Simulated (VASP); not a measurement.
The system is HfB.

```
Hf B
1.0
     0.00000    2.31000    2.31000
     2.31000    0.00000    2.31000
     2.31000    2.31000    0.00000
Hf B
1 1
Direct
  0.50000 0.50000 0.50000
  0.00000 0.00000 0.00000
```

Base run:

| Quantity | Value |
| --- | --- |
| Program | VASP 6.6.1 |
| Functional | PBE |
| Dispersion | D4 |
| Potentials or basis | VASP PAW PBE potentials, release 64 (Hf_pv, B) |
| Cutoff | 500 eV |
| k mesh | 8 × 8 × 8 |
| Occupations | gaussian, width 0.05 eV |
| Spin | no spin polarisation |

Its results: pressure 26.1 GPa.

Question: The run is repeated on the same cell with these changes: functional from PBE to revPBE; dispersion from D4 to none. What comes out?

Answer: Pressure 33.6 GPa.

Several settings changed at once, so the effect can't be laid on one alone.

Caveats: pairwise dispersion overbinds metals, which lowers pressure and volume (some runs); the PAW data sets were made with another functional, which shifts forces and pressure a little (some runs).
